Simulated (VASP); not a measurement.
# Zn (P6_3/mmc) in VASP: a series of runs

Runs on Zn. Level: PBEsol. Tasks: single point.

Everything below comes from runs of VASP 6.6.1. Logs are shortened: lines on timing, memory, paths and dates and some standing lists are left out, and cuts for length are marked.

## Step 1: The cell of the first run

It takes space group P6_3/mmc (No. 194, hexagonal). Conventional cell: a = 2.590 Å, b = 2.590 Å, c = 4.914 Å, α = 90.00°, β = 90.00°, γ = 120.00°. Zn (site symmetry -6m2) has 12 Zn at 2.59 to 2.88 Å within 3.4 Å.

## Step 2: Single point, PBEsol

Input file INCAR:

```
ALGO = Normal ; EDIFF = 1E-6
ENCUT = 520 ; GGA = PS
ISIF = 2 ; ISMEAR = 0
LASPH = True ; LCHARG = False
LREAL = False ; LWAVE = False
NBANDS = 19 ; NELM = 80
PREC = Accurate ; SIGMA = 0.1
```

Input file KPOINTS:

```
k-points
0
Gamma
  18 18 10
```

Input file POSCAR:

```
Zn
1.0
    2.5898751094      0.0000000000      0.0000000000
   -1.2949375547      2.2428976374      0.0000000000
    0.0000000000      0.0000000000      4.9135399169
Zn
2
Direct
    0.3333333333      0.6666666667      0.2500000000
    0.6666666667      0.3333333333      0.7500000000
```

Potentials or basis: VASP PAW PBE potentials, release 64 (Zn).

Started as:

```console
$ cat potpaw_PBE.64/Zn/POTCAR > POTCAR
$ mpirun -np 1 vasp_std > vasp.out
```

OUTCAR:

```text
EDIFF = 1E-6
   ENCUT = 520
   GGA = PS
   ISIF = 2
   ISMEAR = 0
   LASPH = True
   LREAL = False
   NELM = 80
   PREC = Accurate

 ion  position               nearest neighbor table
   1  0.333  0.667  0.250-   2 2.88   2 2.88   2 2.88   2 2.88   2 2.88   2 2.88
   2  0.667  0.333  0.750-   1 2.88   1 2.88   1 2.88   1 2.88   1 2.88   1 2.88

  LATTYP: Found a hexagonal cell.
 ALAT       =     2.5898751094
 C/A-ratio  =     1.8972111431

  Lattice vectors:

 A1 = (   2.5898751094,   0.0000000000,   0.0000000000)
 A2 = (  -1.2949375547,   2.2428976374,   0.0000000000)
 A3 = (   0.0000000000,   0.0000000000,   4.9135399169)

Analysis of symmetry for initial positions (statically):
=====================================================================
 Subroutine PRICEL returns:
 Original cell was already a primitive cell.

 Routine SETGRP: Setting up the symmetry group for a
 hexagonal supercell.

 Subroutine GETGRP returns: Found 24 space group operations
 (whereof 12 operations were pure point group operations)
 out of a pool of 24 trial point group operations.

The static configuration has the point symmetry D_3d.
 The point group associated with its full space group is D_6h.

Analysis of symmetry for dynamics (positions and initial velocities):
=====================================================================
 Subroutine PRICEL returns:
 Original cell was already a primitive cell.

 Routine SETGRP: Setting up the symmetry group for a
 hexagonal supercell.

 Subroutine GETGRP returns: Found 24 space group operations
 (whereof 12 operations were pure point group operations)
 out of a pool of 24 trial point group operations.

The dynamic configuration has the point symmetry D_3d.
 The point group associated with its full space group is D_6h.

 Subroutine INISYM returns: Found 24 space group operations
 (whereof 12 operations are pure point group operations),
 and found     1 'primitive' translations

----------------------------------------------------------------------------------------

                                     Primitive cell

  volume of cell :      28.5419

  direct lattice vectors                    reciprocal lattice vectors
     2.589875109  0.000000000  0.000000000     0.386119005  0.222925911  0.000000000
    -1.294937555  2.242897637  0.000000000     0.000000000  0.445851823  0.000000000
     0.000000000  0.000000000  4.913539917     0.000000000  0.000000000  0.203519258

  length of vectors
     2.589875109  2.589875109  4.913539917     0.445851823  0.445851823  0.203519258

  position of ions in fractional coordinates (direct lattice)
     0.333333333  0.666666667  0.250000000
     0.666666667  0.333333333  0.750000000

  ion indices of the primitive-cell ions
   primitive index   ion index
                 1           1
                 2           2

----------------------------------------------------------------------------------------

 KPOINTS: k-points

Automatic generation of k-mesh.
 Grid dimensions read from file:
 generate k-points for:   18   18   10

 Generating k-lattice:

  Cartesian coordinates                     Fractional coordinates (reciprocal lattice)
     0.021451056  0.012384773  0.000000000     0.055555556  0.000000000  0.000000000
     0.000000000  0.024769546  0.000000000     0.000000000  0.055555556  0.000000000
     0.000000000  0.000000000  0.020351926     0.000000000  0.000000000  0.100000000

  Length of vectors
     0.024769546  0.024769546  0.020351926

  Shift w.r.t. Gamma in fractional coordinates (k-lattice)
     0.000000000  0.000000000  0.000000000

 Subroutine IBZKPT returns following result:
 ===========================================

 Found    222 irreducible k-points:

 Following reciprocal coordinates:
            Coordinates               Weight
  0.000000  0.000000  0.000000      1.000000
  0.055556 -0.000000  0.000000      6.000000
  0.111111 -0.000000  0.000000      6.000000
  0.166667 -0.000000  0.000000      6.000000
  0.222222 -0.000000  0.000000      6.000000
  0.277778  0.000000  0.000000      6.000000
[... 16 lines left out ...]
  0.333333  0.111111  0.000000     12.000000
  0.388889  0.111111  0.000000     12.000000
 [... further k-points ...]
   k-points           NKPTS =    222   k-points in BZ     NKDIM =    222   number of bands    NBANDS=     19
   number of dos      NEDOS =    301   number of ions     NIONS =      2
   total plane-waves  NPLWV =  16000
   dimension x,y,z NGX =    20 NGY =   20 NGZ =   40
   dimension x,y,z NGXF=    40 NGYF=   40 NGZF=   80
   ions per type =               2
   NGX,Y,Z   is equivalent  to a cutoff of  12.84, 12.84, 13.53 a.u.
   NGXF,Y,Z  is equivalent  to a cutoff of  25.68, 25.68, 27.07 a.u.
 SYSTEM =  unknown system
   PREC   = accura    normal or accurate (medium, high low for compatibility)
   ISTART =      0    job   : 0-new  1-cont  2-samecut
   ICHARG =      2    charge: 1-file 2-atom 10-const
   ISPIN  =      1    spin polarized calculation?
   LNONCOLLINEAR =      F non collinear calculations
   LSORBIT =      F    spin-orbit coupling
   LASPH  =      T    aspherical Exc in radial PAW
   ENCUT  =  520.0 eV  38.22 Ry    6.18 a.u.   4.82  4.82  9.14*2*pi/ulx,y,z
   NELM   =     80;   NELMIN=  2; NELMDL= -5     # of ELM steps
   EDIFF  = 0.1E-05   stopping-criterion for ELM
   LREAL  =      F    real-space projection
   EDIFFG = 0.1E-04   stopping-criterion for IOM
   NSW    =      0    number of steps for IOM
   IBRION =     -1    ionic relax: 0-MD 1-quasi-New 2-CG
   NFREE  =      0    steps in history (QN), initial steepest desc. (CG)
   ISIF   =      2    stress and relaxation
   ISYM   =      2    0-nonsym 1-usesym 2-fastsym
   POTIM  = 0.5000    time-step for ionic-motion
   TEBEG  =    0.0;   TEEND  =   0.0 temperature during run
   PSTRESS=    0.0 pullay stress
   NELECT =      24.0000    total number of electrons
   NUPDOWN=      -1.0000    fix difference up-down
   EMIN   =  10.00;   EMAX   =-10.00  energy-range for DOS
   EFERMI =   0.00;   METHOD = LEGACY
   ISMEAR =     0;   SIGMA  =   0.10  broadening in eV -4-tet -1-fermi 0-gaus
   EFERMI_NEDOS =   21; number of points for ismear=-14 and -15
   IALGO  =     38    algorithm
   IMIX   =      4    mixing-type and parameters
     AMIX     =   0.40;   BMIX     =  1.00
     AMIX_MAG =   1.60;   BMIX_MAG =  1.00
  volume/ion in A,a.u.               =      14.27        96.31
  Fermi-wavevector in a.u.,A,eV,Ry     =   1.545199  2.920002 32.485800  2.387639
  Thomas-Fermi vector in A             =   2.650611
   LORBIT       =      0    0 simple, 1 ext, 2 COOP (PROOUT), +10 PAW based schemes
   GGA     = PS    functional components
   LHFCALC =     F    Hartree Fock is set to
   AEXX    =    0.0000 exact exchange contribution
   IVDW    =     0    specifies the selected vdW correction
   LEPSILON=     F    determine dielectric tensor
   LRPA    =     F    only Hartree local field effects (RPA)
 non-spin polarized calculation
 Gauss-broadening in eV      SIGMA  =   0.10
  energy-cutoff  :      520.00
  volume of cell :       28.54
 maximum number of plane-waves:       787
 NGX is ok and might be reduce to    20
   NGX =  9   NGY =  9   NGZ = 19

 number of electron      24.0000004 magnetization

 Free energy of the ion-electron system (eV)
  ---------------------------------------------------
  ext. energy  EPLUGINS =         0.00000000
  ---------------------------------------------------
  free energy    TOTEN  =        -3.17506285 eV

  energy without entropy =       -3.17396072  energy(sigma->0) =       -3.17451179

 E-fermi :   3.3885     XC(G=0): -12.0343

 val. band max:        3.3689374765   @ k =   0.3333   0.2778   0.5000
 cond. band min:       3.4527351582   @ k =   0.1667  -0.0000   0.2000
 fundamental gap:      0.0837976818
 Fermi energy:         3.3884597156

 k-point     1 :       0.0000    0.0000    0.0000
  band No.  band energies     occupation
      1      -7.5404      2.00000
      2      -5.5493      2.00000
      3      -4.7255      2.00000
      4      -4.4382      2.00000
      5      -4.4382      2.00000
      6      -4.3867      2.00000
[... 11 lines left out ...]
     18      23.4669      0.00000
     19      23.7306      0.00000

 k-point     2 :       0.0556   -0.0000    0.0000
  band No.  band energies     occupation
      1      -7.4429      2.00000
      2      -5.5016      2.00000
      3      -4.7131      2.00000
      4      -4.4502      2.00000
      5      -4.4132      2.00000
      6      -4.3991      2.00000
[... 11 lines left out ...]
     18      22.5327      0.00000
     19      24.7165      0.00000

 k-point     3 :       0.1111   -0.0000    0.0000
  band No.  band energies     occupation
      1      -7.1540      2.00000
      2      -5.3706      2.00000
      3      -4.6831      2.00000
      4      -4.4792      2.00000
      5      -4.4255      2.00000
      6      -4.3406      2.00000
[... 11 lines left out ...]
     18      21.6632      0.00000
     19      23.5381      0.00000

 k-point     4 :       0.1667   -0.0000    0.0000
  band No.  band energies     occupation
      1      -6.6887      2.00000
      2      -5.1988      2.00000
      3      -4.6559      2.00000
      4      -4.5165      2.00000
      5      -4.4116      2.00000
      6      -4.2868      2.00000
[... 11 lines left out ...]
     18      20.5612      0.00000
     19      21.3290      0.00000

 k-point     5 :       0.2222   -0.0000    0.0000
  band No.  band energies     occupation
      1      -6.0941      2.00000
      2      -5.0757      2.00000
      3      -4.6129      2.00000
      4      -4.5345      2.00000
      5      -4.4963      2.00000
      6      -4.2925      2.00000
[... 11 lines left out ...]
     18      19.5299      0.00000
     19      19.9988      0.00000
[... 334 lines left out ...]
      2      -4.9523      2.00000
      3      -4.6929      2.00000
      4      -4.5837      2.00000
      5      -4.5256      2.00000
      6      -4.3251      2.00000
[... 11 lines left out ...]
     18      18.5575      0.00000
     19      19.4215      0.00000

 k-point    22 :       0.2778    0.1111    0.0000
  band No.  band energies     occupation
      1      -5.0972      2.00000
      2      -5.0084      2.00000
      3      -4.8137      2.00000
      4      -4.4263      2.00000
      5      -4.3836      2.00000
      6      -4.3543      2.00000
[... 11 lines left out ...]
     18      17.8869      0.00000
     19      18.9759      0.00000

 k-point    23 :       0.3333    0.1111    0.0000
  band No.  band energies     occupation
      1      -5.1252      2.00000
      2      -5.0437      2.00000
      3      -4.8989      2.00000
      4      -4.4274      2.00000
      5      -4.3332      2.00000
      6      -4.2361      2.00000
[... 11 lines left out ...]
     18      17.3825      0.00000
     19      18.5780      0.00000

 k-point    24 :       0.3889    0.1111    0.0000
  band No.  band energies     occupation
      1      -5.1685      2.00000
      2      -5.0722      2.00000
      3      -4.9491      2.00000
      4      -4.4540      2.00000
      5      -4.2743      2.00000
      6      -4.2737      2.00000
[... 11 lines left out ...]
     18      17.0697      0.00000
     19      18.3287      0.00000

 [... further k-points ...]
[... 5 lines left out ...]
  --------------------------------------------------------------------------------------
  -------------------------------------------------------------------------------------
  Total        0.1034213      0.1034213      0.0573539      0.0000000     -0.0000000      0.0000000
  in kB        5.8054769      5.8054769      3.2195198      0.0000000     -0.0000000      0.0000000
  external PRESSURE =       4.9434912 kB  Pullay stress =       0.0000000 kB

 VOLUME and BASIS-vectors are now :
 -----------------------------------------------------------------------------
  energy-cutoff  :      520.00
  volume of cell :       28.54
      direct lattice vectors                 reciprocal lattice vectors
     2.589875109  0.000000000  0.000000000     0.386119005  0.222925911  0.000000000
    -1.294937555  2.242897637  0.000000000     0.000000000  0.445851823  0.000000000
     0.000000000  0.000000000  4.913539917     0.000000000  0.000000000  0.203519258

 POSITION                                       TOTAL-FORCE (eV/Angst)
 -----------------------------------------------------------------------------------
     -0.00000      1.49527      1.22838        -0.000000      0.000000      0.000000
      1.29494      0.74763      3.68515         0.000000     -0.000000     -0.000000
 -----------------------------------------------------------------------------------
    total drift:                               -0.000000      0.000000      0.000000

  FREE ENERGIE OF THE ION-ELECTRON SYSTEM (eV)
  ---------------------------------------------------
  free  energy   TOTEN  =        -3.1750628506 eV

  energy  without entropy=       -3.1739607226  energy(sigma->0) =       -3.17451179
```

Run time: 34 s. Hardware: 1 thread of Intel Xeon 6975P-C (Granite Rapids), shared host; peak memory 0.21 GiB.

What came out:

```
Free energy            : -3.1751 eV
Pressure               : 0.5 GPa
Band gap on the k mesh : zero (band 12 reaches 5.15 eV, above the bottom of band 13 at 0.16 eV)
```

Stress tensor (GPa, compression positive):
```
0.58 0.00 0.00
0.00 0.58 0.00
0.00 0.00 0.32
```

Caveat: the PAW data sets were made with another functional, which shifts forces and pressure a little.

## Step 3: Single point, PBEsol

This run uses another cell than the first one, of 14.42 Å³/atom, 1.011 times its volume.

Input file INCAR:

```
ALGO = Normal
EDIFF = 1E-6
ENCUT = 500
GGA = PS
GGA_COMPAT = F
ISIF = 2
ISMEAR = 0
LASPH = T
LCHARG = F
LREAL = F
LWAVE = F
NBANDS = 19
NELM = 120
PREC = Accurate
SIGMA = 0.1
```

Input file KPOINTS:

```
k-points
0
Gamma
  9 9 4
```

Input file POSCAR:

```
Zn
1.0
    2.6143598013      0.0000000000      0.0000000000
   -1.3071799007      2.2641020026      0.0000000000
    0.0000000000      0.0000000000      4.8731610200
Zn
2
Direct
    0.3333333300      0.6666666700      0.2500000000
    0.6666666700      0.3333333300      0.7500000000
```

Potentials or basis: VASP PAW PBE potentials, release 64 (Zn).

Started as:

```console
$ cat potpaw_PBE.64/Zn/POTCAR > POTCAR
$ mpirun -np 1 vasp_std > vasp.out
```

Wall time 6.4 s (1 thread of Intel Xeon 6975P-C (Granite Rapids), shared host); peak memory 0.14 GiB.

Results (log left out):

```yaml
Free_energy: -3.1229 eV
Pressure: -1.2 GPa
Band_gap_on_the_k_mesh: zero (band 12 reaches 4.27 eV, above the bottom of band 13 at 0.28 eV)
```

Stress tensor (GPa, compression positive):
```
-0.75  0.00  0.00
 0.00 -0.75  0.00
 0.00  0.00 -2.20
```

Levels at points of the mesh, in eV from the Fermi level:
| k point | band 10 | band 11 | band 12 | band 13 | band 14 | band 15 |
| --- | --- | --- | --- | --- | --- | --- |
| (0.00, 0.00, 0.00) | -7.41 | -7.41 | -4.20 | -3.30 | 13.69 | 17.42 |
| (0.00, 0.00, 0.50) | -7.50 | -7.50 | -7.50 | 4.41 | 4.41 | 19.29 |

Caveat: the PAW data sets were made with another functional, which shifts forces and pressure a little.
